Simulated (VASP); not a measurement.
Here is a VASP 6.6.1 calculation.

INCAR

```
SYSTEM = H4C
PREC = Accurate
ENCUT = 520
EDIFF = 1E-6
ISMEAR = -1
SIGMA = 0.02
LREAL = Auto
LASPH = .TRUE.
NELM = 100
ALGO = Normal
ISIF = 2
LWAVE = .FALSE.
LCHARG = .FALSE.
GGA = PE
IVDW = 12
NBANDS = 45
```

Contents of KPOINTS:

```
regular mesh
0
G
  1 1 1
  0 0 0
```

The input POSCAR:

```
H4C
1.0
    7.2304270000      0.0000000000      0.0000000000
    0.0000000000      7.2304270000      0.0000000000
    0.0000000000      0.0000000000      7.2304270000
C H
6 24
Direct
    0.8185132081      0.5173553374      0.8395493102
    0.8394939884      0.5831190883      0.3662715909
   -0.0098472746      0.0214648457      0.5615297686
    0.3341849658      0.6260487797      0.7403712118
    0.5623042733      0.9100569026      0.2897200954
    0.5663842537      0.0824985855      0.8264933731
    0.7617115836      0.5845159629      0.7054908375
    0.8442654908      0.6357300890      0.9455734772
    0.9235692443      0.4164760947      0.7929960430
    0.7331655516      0.4300437581      0.9352836285
    0.9035151036      0.6841642962      0.2735799698
    0.9071248489      0.4506926078      0.4059372980
    0.7008991309      0.5644203309      0.3096497620
    0.8058583539      0.6672220050      0.4781875261
    0.1162863549      0.0682947217      0.6230199129
   -0.0462075061     -0.0954023877      0.6261732537
    0.0235947338      0.0057811247      0.4165175860
   -0.1211546704      0.1366447652      0.5570210445
    0.2333472145      0.6631973464      0.6096043844
    0.3129828985      0.4766246862      0.7534548098
    0.3099263709      0.7083260781      0.8570863104
    0.4510936906      0.6989213777      0.6713849680
    0.5519867637      1.0692176271      0.3268410012
    0.6802917725      0.8779011253      0.3610575143
    0.5966452604      0.8964892392      0.1401991888
    0.4135440410      0.8349161121      0.3174363008
    0.4370143008      0.0575899598      0.9294333516
    0.7025449534      0.1064390803      0.9074429491
    0.5187937033      0.2101259027      0.7752930774
    0.6036711248     -0.0519056482      0.7263471438
```

Potentials or basis: VASP PAW PBE potentials, release 64 (C, H).

Launch:

```console
$ cat potpaw_PBE.64/C/POTCAR potpaw_PBE.64/H/POTCAR > POTCAR
$ mpirun -np 1 vasp_gam > vasp.out
```

Question: What does it give for the largest force?

Answer: 5.080 eV/Å.

Question: Predict the band gap on the k mesh.

Answer: 5.76 eV.

Stress tensor (GPa, compression positive):
```
-1.59  0.19  0.43
 0.19 -2.01 -0.83
 0.43 -0.83 -0.72
```

Caveat: the k points lie up to 0.87 Å⁻¹ apart.
